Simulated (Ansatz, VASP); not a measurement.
Two plane-wave programs on TiAl3

The input INCAR:

```
SYSTEM = TiAl3
  ALGO = Normal
  EDIFF = 1E-6
  EDIFFG = -0.08
  ENCUT = 600
  GGA = PE
  IBRION = 2
  ISIF = 3
  ISMEAR = 0
  LASPH = .TRUE.
  LCHARG = .FALSE.
  LREAL = .FALSE.
  LWAVE = .FALSE.
  NELM = 100
  NSW = 36
  PREC = Accurate
  SIGMA = 0.2
```

Contents of KPOINTS:

```
k-points
0
G
  3 3 4
  0 0 0
```

File POSCAR:

```
TiAl3
1.0
    5.6500000000      0.0000000000      0.0000000000
   -2.8250000000      4.8930435300      0.0000000000
    0.0000000000      0.0000000000      4.6000000000
Ti Al
2 6
Direct
    0.3333333300      0.6666666700      0.2500000000
    0.6666666700      0.3333333300      0.7500000000
    0.6666700000      0.8333350000      0.7500000000
    0.8333350000      0.1666650000      0.2500000000
    0.1666650000      0.3333300000      0.7500000000
    0.1666650000      0.8333350000      0.7500000000
    0.3333300000      0.1666650000      0.2500000000
    0.8333350000      0.6666700000      0.2500000000
```

Input for Ansatz:

```yaml
crystal:
  lattice:
    - [5.65, 0.0, 0.0]
    - [-2.825, 4.89304353, 0.0]
    - [0.0, 0.0, 4.6]
  atoms:
    - { symbol: Ti, position: [0.33333333, 0.66666667, 0.25] }
    - { symbol: Ti, position: [0.66666667, 0.33333333, 0.75] }
    - { symbol: Al, position: [0.66667, 0.833335, 0.75] }
    - { symbol: Al, position: [0.833335, 0.166665, 0.25] }
    - { symbol: Al, position: [0.166665, 0.33333, 0.75] }
    - { symbol: Al, position: [0.166665, 0.833335, 0.75] }
    - { symbol: Al, position: [0.33333, 0.166665, 0.25] }
    - { symbol: Al, position: [0.833335, 0.66667, 0.25] }
basis:
  ecutwfc: 420
kpoints:
  mp_grid: { grid: [3, 3, 4] }
hamiltonian:
  xc: pbe
scf:
  occupations: { method: gaussian, width: 0.2 }
  lower_state_search: "off"
output:
  forces: true
  stress: true
  eigenvalues: true
relax:
  adjacent_minimum: "off"
  f_tol: 0.08
  max_steps: 16
  cell: { stress_tol: 0.8 }
```

Alike in both runs: task relaxation of cell and atoms; functional PBE; k mesh 3 × 3 × 4; occupations gaussian, width 0.2 eV; no spin polarisation.

|  | VASP | Ansatz |
| --- | --- | --- |
| version | VASP 6.6.1 | Ansatz 0.2.0 |
| potentials or method | VASP PAW PBE potentials, release 64 (Ti_sv, Al), cutoff 600 eV | scalar-relativistic, plane waves, PAW |
| valence electrons in the cell | 42 | 42 |

```csv
,VASP,Ansatz,Ansatz less VASP
"gap on the k mesh at the Fermi level, each at its own relaxed structure (eV)",none,none,-
relaxed volume (Å³/atom),15.80,15.85,+0.053
relaxed cell length with the largest relative difference (Å),4.648,4.669,+0.0207
```

A gap of «none» marks a metal or a gap that the smearing closes.

The k mesh is coarse, so the values compare programs but aren't converged.
